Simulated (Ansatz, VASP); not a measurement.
**Two plane-wave programs on ZnS**

```
CELL_PARAMETERS angstrom
3.87976 0.30819 -0.03155
-1.67298 3.26913 0.04011
-0.10326 0.09197 12.42310
ATOMIC_POSITIONS crystal
Zn 0.02239 0.99354 0.99850
Zn 0.99542 0.00528 0.50069
Zn 0.33310 0.66734 0.24689
Zn 0.66694 0.33032 0.75021
S 0.99888 0.00403 0.18682
S 0.00380 0.00387 0.68605
S 0.32617 0.66920 0.44113
S 0.65330 0.32643 0.93972
```

Change from the starting cell: all atoms moved at random (sigma 0.03 Å a component), cell strained at random (sigma 0.05).

Alike in both runs: task single point; functional r2SCAN; k mesh 6 × 6 × 2; occupations gaussian, width 0.05 eV; no spin polarisation.

|  | VASP | Ansatz |
| --- | --- | --- |
| version | VASP 6.6.1 | Ansatz 0.2.0 |
| potentials or method | VASP PAW PBE potentials, release 64 (Zn, S), cutoff 520 eV | scalar-relativistic, plane waves, PAW |
| valence electrons in the cell | 72 | 72 |

VASP gave:

```
gap on the k mesh at the Fermi level (eV)                     : 2.08
least direct gap on the mesh (eV)                             : 2.08
pressure (GPa)                                                : -2.3
traceless stress, the component that is largest in VASP (GPa) : -6.97
rms of the force components (eV/Å)                            : 0.368
```

**Question.** Which values does Ansatz return?

**Answer.** gap on the k mesh at the Fermi level (eV): 2.08; least direct gap on the mesh (eV): 2.08; pressure (GPa): -2.3; traceless stress, the component that is largest in VASP (GPa): -6.93; rms of the force components (eV/Å): 0.367.

VASP's potentials were made for PBE, not for r2SCAN. Atom by atom the forces differ by 0.007 eV/Å (rms over components). The functional is the same, so the differences come from potentials, cutoffs and numerics.
